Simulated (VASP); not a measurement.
Here is a VASP 6.6.1 calculation.

Contents of INCAR:

```
SYSTEM = Sb
PREC = Accurate
ENCUT = 520
EDIFF = 1E-6
ISMEAR = -1
SIGMA = 0.1
LREAL = .False.
LASPH = .True.
NELM = 60
ALGO = Normal
ISIF = 2
LWAVE = .False.
LCHARG = .False.
GGA = PE
NBANDS = 14
```

The input KPOINTS:

```
Automatic mesh
0
Gamma
  9 9 12
  0 0 0
```

File POSCAR:

```
Sb
1.0
    4.0824791650      0.0000000000      0.0000000000
   -2.0412395825      3.5355306673      0.0000000000
    0.0000000000      0.0000000000      2.4193452371
Sb
3
Direct
    0.0000000000      0.0000000000      0.0000000000
    0.3333333333      0.6666666667      0.5000000000
    0.6666666667      0.3333333333      0.5000000000
```

Potentials or basis: VASP PAW PBE potentials, release 64 (Sb).

Run with:

```sh
$ cat potpaw_PBE.64/Sb/POTCAR > POTCAR
$ mpirun -np 1 vasp_std > vasp.out
```

(1) Estimate the pressure.

Answers

(1) 382.0 GPa.
